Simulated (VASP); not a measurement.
# CsPbCl3 (Pmmm) in VASP: single point with PBEsol

Aim: the single point of CsPbCl3 with PBEsol.

Program: VASP 6.6.1. These are calculated values, not measurements. Logs are shortened: lines on timing, memory, paths and dates and some standing lists are left out, and cuts for length are marked.

### Step 1. The cell of the first run

It takes space group Pmmm (No. 47, orthorhombic). The conventional cell has a = 5.563 Å, b = 5.605 Å, c = 5.647 Å, α = 90.00°, β = 90.00°, γ = 90.00°. Cs (site symmetry mmm) has 12 Cl at 3.95 to 3.98 Å and 8 Pb at 4.85 Å within 5.2 Å. Pb (site symmetry mmm) has 6 Cl at 2.78 to 2.82 Å within 3.7 Å. Cl (site symmetry mmm) has 2 Pb at 2.82 Å within 3.7 Å. Within 3.7 Å of Cl (site symmetry mmm) lie 2 Pb at 2.78 Å. Within 3.7 Å of Cl (site symmetry mmm) lie 2 Pb at 2.80 Å.

### Step 2. Single point, PBEsol (strain +0.0075 x Voigt [1, -1, 0, 0, 0, 0])

File INCAR:

```
  PREC = Accurate
  ENCUT = 520
  EDIFF = 1E-7
  ISMEAR = 0
  SIGMA = 0.05
  LREAL = False
  LASPH = True
  NELM = 60
  ALGO = Normal
  ISIF = 2
  LWAVE = False
  LCHARG = False
  GGA = PS
  NBANDS = 30
```

File KPOINTS:

```
regular mesh
0
Gamma
  6 6 6
```

File POSCAR:

```
CsPbCl3
1.0
    5.6470375000      0.0000000000      0.0000000000
    0.0000000000      5.5629625000      0.0000000000
    0.0000000000      0.0000000000      5.6050000000
Cs Pb Cl
1 1 3
Direct
    0.0000000000      0.0000000000      0.0000000000
    0.5000000000      0.5000000000      0.5000000000
    0.0000000000      0.5000000000      0.5000000000
    0.5000000000      0.0000000000      0.5000000000
    0.5000000000      0.5000000000      0.0000000000
```

Potentials or basis: VASP PAW PBE potentials, release 64 (Cs_sv, Pb_d, Cl).

Command:

```bash
> cat potpaw_PBE.64/Cs_sv/POTCAR potpaw_PBE.64/Pb_d/POTCAR potpaw_PBE.64/Cl/POTCAR > POTCAR
> mpirun -np 1 vasp_std > vasp.out
```

OUTCAR:

```text
PREC = Accurate
   ENCUT = 520
   EDIFF = 1E-7
   ISMEAR = 0
   LREAL = False
   LASPH = True
   NELM = 60
   ISIF = 2
   GGA = PS

 ion  position               nearest neighbor table
   1  0.000  0.000  0.000-
   2  0.500  0.500  0.500-   4 2.78   4 2.78   5 2.80   5 2.80   3 2.82   3 2.82
   3  0.000  0.500  0.500-   2 2.82   2 2.82
   4  0.500  0.000  0.500-   2 2.78   2 2.78
   5  0.500  0.500  0.000-   2 2.80   2 2.80

  LATTYP: Found a simple orthorhombic cell.
 ALAT       =     5.5629625000
 B/A-ratio  =     1.0075566751
 C/A-ratio  =     1.0151133501

  Lattice vectors:

 A1 = (   0.0000000000,   5.5629625000,   0.0000000000)
 A2 = (   0.0000000000,   0.0000000000,   5.6050000000)
 A3 = (   5.6470375000,   0.0000000000,   0.0000000000)

Analysis of symmetry for initial positions (statically):
=====================================================================
 Subroutine PRICEL returns:
 Original cell was already a primitive cell.

 Routine SETGRP: Setting up the symmetry group for a
 simple orthorhombic supercell.

 Subroutine GETGRP returns: Found  8 space group operations
 (whereof  8 operations were pure point group operations)
 out of a pool of  8 trial point group operations.

The static configuration has the point symmetry D_2h.

Analysis of symmetry for dynamics (positions and initial velocities):
=====================================================================
 Subroutine PRICEL returns:
 Original cell was already a primitive cell.

 Routine SETGRP: Setting up the symmetry group for a
 simple orthorhombic supercell.

 Subroutine GETGRP returns: Found  8 space group operations
 (whereof  8 operations were pure point group operations)
 out of a pool of  8 trial point group operations.

The dynamic configuration has the point symmetry D_2h.

 Subroutine INISYM returns: Found  8 space group operations
 (whereof  8 operations are pure point group operations),
 and found     1 'primitive' translations

----------------------------------------------------------------------------------------

                                     Primitive cell

  volume of cell :     176.0769

  direct lattice vectors                    reciprocal lattice vectors
     5.647037500  0.000000000  0.000000000     0.177084002  0.000000000  0.000000000
     0.000000000  5.562962500  0.000000000     0.000000000  0.179760335  0.000000000
     0.000000000  0.000000000  5.605000000     0.000000000  0.000000000  0.178412132

  length of vectors
     5.647037500  5.562962500  5.605000000     0.177084002  0.179760335  0.178412132

  position of ions in fractional coordinates (direct lattice)
     0.000000000  0.000000000  0.000000000
     0.500000000  0.500000000  0.500000000
     0.000000000  0.500000000  0.500000000
     0.500000000  0.000000000  0.500000000
     0.500000000  0.500000000  0.000000000

  ion indices of the primitive-cell ions
   primitive index   ion index
                 1           1
                 2           2
                 3           3
                 4           4
                 5           5

----------------------------------------------------------------------------------------

 KPOINTS: regular mesh

Automatic generation of k-mesh.
 Grid dimensions read from file:
 generate k-points for:    6    6    6

 Generating k-lattice:

  Cartesian coordinates                     Fractional coordinates (reciprocal lattice)
     0.029514000  0.000000000  0.000000000     0.166666667  0.000000000  0.000000000
     0.000000000  0.029960056  0.000000000     0.000000000  0.166666667  0.000000000
     0.000000000  0.000000000  0.029735355     0.000000000  0.000000000  0.166666667

  Length of vectors
     0.029514000  0.029960056  0.029735355

  Shift w.r.t. Gamma in fractional coordinates (k-lattice)
     0.000000000  0.000000000  0.000000000

 Subroutine IBZKPT returns following result:
 ===========================================

 Found     64 irreducible k-points:

 Following reciprocal coordinates:
            Coordinates               Weight
  0.000000  0.000000  0.000000      1.000000
  0.166667  0.000000  0.000000      2.000000
  0.333333  0.000000  0.000000      2.000000
  0.500000  0.000000  0.000000      1.000000
  0.000000  0.166667  0.000000      2.000000
  0.166667  0.166667  0.000000      4.000000
[... 16 lines left out ...]
  0.333333  0.166667  0.166667      8.000000
  0.500000  0.166667  0.166667      4.000000
 [... further k-points ...]
   k-points           NKPTS =     64   k-points in BZ     NKDIM =     64   number of bands    NBANDS=     30
   number of dos      NEDOS =    301   number of ions     NIONS =      5
   total plane-waves  NPLWV =  74088
   dimension x,y,z NGX =    42 NGY =   42 NGZ =   42
   dimension x,y,z NGXF=    84 NGYF=   84 NGZF=   84
   ions per type =               1   1   3
   NGX,Y,Z   is equivalent  to a cutoff of  12.36, 12.55, 12.46 a.u.
   NGXF,Y,Z  is equivalent  to a cutoff of  24.73, 25.10, 24.91 a.u.
 SYSTEM =  unknown system
   PREC   = accura    normal or accurate (medium, high low for compatibility)
   ISTART =      0    job   : 0-new  1-cont  2-samecut
   ICHARG =      2    charge: 1-file 2-atom 10-const
   ISPIN  =      1    spin polarized calculation?
   LNONCOLLINEAR =      F non collinear calculations
   LSORBIT =      F    spin-orbit coupling
   LASPH  =      T    aspherical Exc in radial PAW
   ENCUT  =  520.0 eV  38.22 Ry    6.18 a.u.  10.50 10.34 10.42*2*pi/ulx,y,z
   NELM   =     60;   NELMIN=  2; NELMDL= -5     # of ELM steps
   EDIFF  = 0.1E-06   stopping-criterion for ELM
   LREAL  =      F    real-space projection
   EDIFFG = 0.1E-05   stopping-criterion for IOM
   NSW    =      0    number of steps for IOM
   IBRION =     -1    ionic relax: 0-MD 1-quasi-New 2-CG
   NFREE  =      0    steps in history (QN), initial steepest desc. (CG)
   ISIF   =      2    stress and relaxation
   ISYM   =      2    0-nonsym 1-usesym 2-fastsym
   POTIM  = 0.5000    time-step for ionic-motion
   TEBEG  =    0.0;   TEEND  =   0.0 temperature during run
   PSTRESS=    0.0 pullay stress
   NELECT =      44.0000    total number of electrons
   NUPDOWN=      -1.0000    fix difference up-down
   EMIN   =  10.00;   EMAX   =-10.00  energy-range for DOS
   EFERMI =   0.00;   METHOD = LEGACY
   ISMEAR =     0;   SIGMA  =   0.05  broadening in eV -4-tet -1-fermi 0-gaus
   EFERMI_NEDOS =   21; number of points for ismear=-14 and -15
   IALGO  =     38    algorithm
   IMIX   =      4    mixing-type and parameters
     AMIX     =   0.40;   BMIX     =  1.00
     AMIX_MAG =   1.60;   BMIX_MAG =  1.00
  volume/ion in A,a.u.               =      35.22       237.65
  Fermi-wavevector in a.u.,A,eV,Ry     =   1.031157  1.948605 14.466876  1.063285
  Thomas-Fermi vector in A             =   2.165291
   LORBIT       =      0    0 simple, 1 ext, 2 COOP (PROOUT), +10 PAW based schemes
   GGA     = PS    functional components
   LHFCALC =     F    Hartree Fock is set to
   AEXX    =    0.0000 exact exchange contribution
   IVDW    =     0    specifies the selected vdW correction
   LEPSILON=     F    determine dielectric tensor
   LRPA    =     F    only Hartree local field effects (RPA)
 non-spin polarized calculation
 Gauss-broadening in eV      SIGMA  =   0.05
  energy-cutoff  :      520.00
  volume of cell :      176.08
 maximum number of plane-waves:      4771
 NGX is ok and might be reduce to    42
   NGX = 21   NGY = 21   NGZ = 21

 number of electron      44.0000003 magnetization

 Free energy of the ion-electron system (eV)
  ---------------------------------------------------
  ext. energy  EPLUGINS =         0.00000000
  ---------------------------------------------------
  free energy    TOTEN  =       -18.37783225 eV

  energy without entropy =      -18.37783225  energy(sigma->0) =      -18.37783225

 E-fermi :   1.9724     XC(G=0):  -8.0095

 val. band max:        1.7167096182   @ k =   0.5000   0.5000   0.5000
 cond. band min:       3.4647933590   @ k =   0.5000   0.5000   0.5000
 fundamental gap:      1.7480837408
 Fermi energy:         1.9723700862

 k-point     1 :       0.0000    0.0000    0.0000
  band No.  band energies     occupation
      1     -19.6329      2.00000
      2     -15.0747      2.00000
      3     -15.0479      2.00000
      4     -14.8067      2.00000
      5     -14.8047      2.00000
      6     -14.8026      2.00000
[... 22 lines left out ...]
     29       7.6971      0.00000
     30       7.8193      0.00000

 k-point     2 :       0.1667    0.0000    0.0000
  band No.  band energies     occupation
      1     -19.6324      2.00000
      2     -15.0737      2.00000
      3     -15.0259      2.00000
      4     -14.8071      2.00000
      5     -14.8051      2.00000
      6     -14.8026      2.00000
[... 22 lines left out ...]
     29       6.9806      0.00000
     30       7.8755      0.00000

 k-point     3 :       0.3333    0.0000    0.0000
  band No.  band energies     occupation
      1     -19.6313      2.00000
      2     -15.0731      2.00000
      3     -14.9795      2.00000
      4     -14.8077      2.00000
      5     -14.8058      2.00000
      6     -14.8026      2.00000
[... 22 lines left out ...]
     29       7.1896      0.00000
     30       8.1648      0.00000

 k-point     4 :       0.5000    0.0000    0.0000
  band No.  band energies     occupation
      1     -19.6308      2.00000
      2     -15.0729      2.00000
      3     -14.9556      2.00000
      4     -14.8081      2.00000
      5     -14.8061      2.00000
      6     -14.8026      2.00000
[... 616 lines left out ...]
     29       7.4630      0.00000
     30       7.4804      0.00000

 k-point    23 :       0.3333    0.1667    0.1667
  band No.  band energies     occupation
      1     -19.6303      2.00000
      2     -15.0308      2.00000
      3     -14.9607      2.00000
      4     -14.8081      2.00000
      5     -14.8062      2.00000
      6     -14.8034      2.00000
[... 22 lines left out ...]
     29       7.5793      0.00000
     30       7.9951      0.00000

 k-point    24 :       0.5000    0.1667    0.1667
  band No.  band energies     occupation
      1     -19.6299      2.00000
      2     -15.0306      2.00000
      3     -14.9351      2.00000
      4     -14.8085      2.00000
      5     -14.8065      2.00000
      6     -14.8034      2.00000
[... 22 lines left out ...]
     29       7.6837      0.00000
     30       8.2138      0.00000

 [... further k-points ...]
[... 5 lines left out ...]
  --------------------------------------------------------------------------------------
  -------------------------------------------------------------------------------------
  Total       -0.2449790      0.6245860      0.1721607      0.0000000     -0.0000000      0.0000000
  in kB       -2.2291384      5.6832979      1.5665429      0.0000000     -0.0000000      0.0000000
  external PRESSURE =       1.6735675 kB  Pullay stress =       0.0000000 kB

 VOLUME and BASIS-vectors are now :
 -----------------------------------------------------------------------------
  energy-cutoff  :      520.00
  volume of cell :      176.08
      direct lattice vectors                 reciprocal lattice vectors
     5.647037500  0.000000000  0.000000000     0.177084002  0.000000000  0.000000000
     0.000000000  5.562962500  0.000000000     0.000000000  0.179760335  0.000000000
     0.000000000  0.000000000  5.605000000     0.000000000  0.000000000  0.178412132

 POSITION                                       TOTAL-FORCE (eV/Angst)
 -----------------------------------------------------------------------------------
      0.00000      0.00000      0.00000         0.000000      0.000000      0.000000
      2.82352      2.78148      2.80250         0.000000      0.000000      0.000000
      0.00000      2.78148      2.80250         0.000000      0.000000      0.000000
      2.82352      0.00000      2.80250         0.000000      0.000000      0.000000
      2.82352      2.78148      0.00000         0.000000      0.000000      0.000000
 -----------------------------------------------------------------------------------
    total drift:                                0.000000     -0.000000     -0.000000

  FREE ENERGIE OF THE ION-ELECTRON SYSTEM (eV)
  ---------------------------------------------------
  free  energy   TOTEN  =       -18.3778322474 eV

  energy  without entropy=      -18.3778322474  energy(sigma->0) =      -18.37783225
```

It took 3 min on 1 thread of AMD EPYC 9R45 (Zen 5), shared host; peak memory 0.43 GiB.

What came out:

| Quantity | Value |
| --- | --- |
| Free energy | -18.3778 eV |
| Pressure | 0.2 GPa |
| Band gap on the k mesh | 1.75 eV |

Caveat: the cell differs from its parent crystal (strain +0.0075 x Voigt [1, -1, 0, 0, 0, 0]); the PAW data sets were made with another functional, which shifts forces and pressure a little; spin-orbit coupling is left out, which moves the levels of the heavy elements. A k mesh can miss the band edges.
